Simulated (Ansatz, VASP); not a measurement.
## Two plane-wave programs on BP

```
B P
1.0
     0.00000    2.26900    2.26900
     2.26900    0.00000    2.26900
     2.26900    2.26900    0.00000
B P
1 1
Direct
  0.00000 0.00000 0.00000
  0.75000 0.75000 0.75000
```

Alike in both runs: task single point; functional BLYP; k mesh 8 × 8 × 8; occupations gaussian, width 0.05 eV; no spin polarisation.

|  | VASP | Ansatz |
| --- | --- | --- |
| version | VASP 6.6.1 | Ansatz 0.2.0 |
| potentials or method | VASP PAW PBE potentials, release 64 (B, P), cutoff 520 eV | scalar-relativistic, plane waves, PAW |
| valence electrons in the cell | 8 | 8 |

|  | VASP | Ansatz | Ansatz less VASP |
| --- | --- | --- | --- |
| gap on the k mesh at the Fermi level (eV) | 1.56 | 1.54 | -0.025 |
| least direct gap on the mesh (eV) | 3.58 | 3.55 | -0.030 |
| pressure (GPa) | 5.9 | 6.1 | +0.17 |

VASP's potentials were made for PBE, not for BLYP.
